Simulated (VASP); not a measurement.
The system is AgAu.

```
Ag Au
1.0
     2.93517    0.00000    0.00000
    -1.46758    2.54193    0.00000
     0.00000    0.00000    4.69691
Ag Au
1 1
Direct
  0.00000 0.00000 0.50000
  0.66667 0.33333 0.00000
```

- Program: VASP 6.6.1
- Task: relaxation of volume and atoms at fixed shape
- Functional: LDA
- Potentials or basis: VASP PAW LDA potentials, release 64 (Ag, Au)
- Cutoff: 600 eV
- k mesh: 10 × 10 × 5
- Occupations: fermi-dirac, width 0.1 eV
- Spin: no spin polarisation

At the start: pressure -8.9 GPa; volume 17.52 Å³/atom.

Problem. How do energy, volume and symmetry change on relaxing?

Solution. Over 3 steps the energy falls by 34.2 meV/atom and the volume is 16.40 Å³/atom (-6.4 %); space group P-6m2 (No. 187, to 0.05 Å).

The path:
```csv
step,energy change (eV),largest force (eV/Å),pressure (GPa),volume (Å³)
1,0.0000,0.0000,-8.91,35.04
2,0.0399,0.0000,15.52,30.33
3,-0.0683,0.0000,-0.18,32.80
```

Final structure:
```
CELL_PARAMETERS angstrom
2.87122 0.00000 0.00000
-1.43561 2.48655 0.00000
0.00000 0.00000 4.59457
ATOMIC_POSITIONS crystal
Ag 0.00000 0.00000 0.50000
Au 0.66667 0.33333 0.00000
```
